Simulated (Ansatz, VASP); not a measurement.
**InP in VASP and in Ansatz**

INCAR

```
SYSTEM = InP
  PREC = Accurate
  ENCUT = 520
  EDIFF = 1E-6
  ISMEAR = 0
  SIGMA = 0.05
  LREAL = .FALSE.
  LASPH = .TRUE.
  NELM = 60
  ALGO = Normal
  ISIF = 2
  LWAVE = .FALSE.
  LCHARG = .TRUE.
  GGA = PE
  LELF = .TRUE.
  LVHAR = .TRUE.
  NBANDS = 16
```

KPOINTS

```
regular mesh
0
G
  14 14 14
  0 0 0
```

The input POSCAR:

```
InP
1.0
    0.0000000000      2.7661812695      2.7661812695
    2.7661812695      0.0000000000      2.7661812695
    2.7661812695      2.7661812695      0.0000000000
In P
1 1
Direct
    0.0000000000      0.0000000000      0.0000000000
    0.2500000000      0.2500000000      0.2500000000
```

Input for Ansatz:

```yaml
crystal:
  lattice:
    - [0.0, 2.7661812695, 2.7661812695]
    - [2.7661812695, 0.0, 2.7661812695]
    - [2.7661812695, 2.7661812695, 0.0]
  atoms:
    - { symbol: In, position: [0.0, 0.0, 0.0] }
    - { symbol: P, position: [0.25, 0.25, 0.25] }
basis:
  ecutwfc: 420
  ecutrho_ratio: 4
kpoints:
  mp_grid: { grid: [14, 14, 14] }
hamiltonian:
  xc: pbe
scf:
  occupations: { method: gaussian, width: 0.05 }
output:
  forces: true
  stress: true
  eigenvalues: true
```

Alike in both runs: task single point; functional PBE; k mesh 14 × 14 × 14; occupations gaussian, width 0.05 eV; no spin polarisation.

|  | VASP | Ansatz |
| --- | --- | --- |
| version | VASP 6.6.1 | Ansatz 0.2.0 |
| potentials or method | VASP PAW PBE potentials, release 64 (In_d, P), cutoff 520 eV | scalar-relativistic, plane waves, PAW |
| valence electrons in the cell | 18 | 18 |

|  | VASP | Ansatz | Ansatz less VASP |
| --- | --- | --- | --- |
| gap on the k mesh at the Fermi level (eV) | 1.41 | 1.42 | +0.003 |
| least direct gap on the mesh (eV) | 1.62 | 1.63 | +0.002 |
| pressure (GPa) | 22.0 | 22.2 | +0.18 |
